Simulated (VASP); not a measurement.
A run of VASP 6.6.1:

The input INCAR:

```
  ALGO = Fast
  EDIFF = 1E-6
  ENCUT = 520
  GGA = PE
  ISIF = 2
  ISMEAR = 0
  IVDW = 12
  LASPH = True
  LCHARG = False
  LREAL = False
  LWAVE = False
  NBANDS = 12
  NELM = 100
  PREC = Accurate
  SIGMA = 0.1
```

File KPOINTS:

```
k-points
0
Gamma
  18 18 18
```

POSCAR

```
Ag
1.0
    0.0000000000      2.0365566706      2.0365566706
    2.0365566706      0.0000000000      2.0365566706
    2.0365566706      2.0365566706      0.0000000000
Ag
1
Direct
    0.0000000000      0.0000000000      0.0000000000
```

Potentials or basis: VASP PAW PBE potentials, release 64 (Ag).

The run is started by

```sh
$ cat potpaw_PBE.64/Ag/POTCAR > POTCAR
$ mpirun -np 1 vasp_std > vasp.out
```

Hardware: 1 thread of Intel(R) Xeon(R) 6975P-C (Granite Rapids), with other jobs on the host.

Estimate the wall time of this run.

Wall time 12 s on 1 thread of Intel(R) Xeon(R) 6975P-C (Granite Rapids), on a shared host, peak memory 0.17 GiB. Counts: scf iterations 12, k points 195.
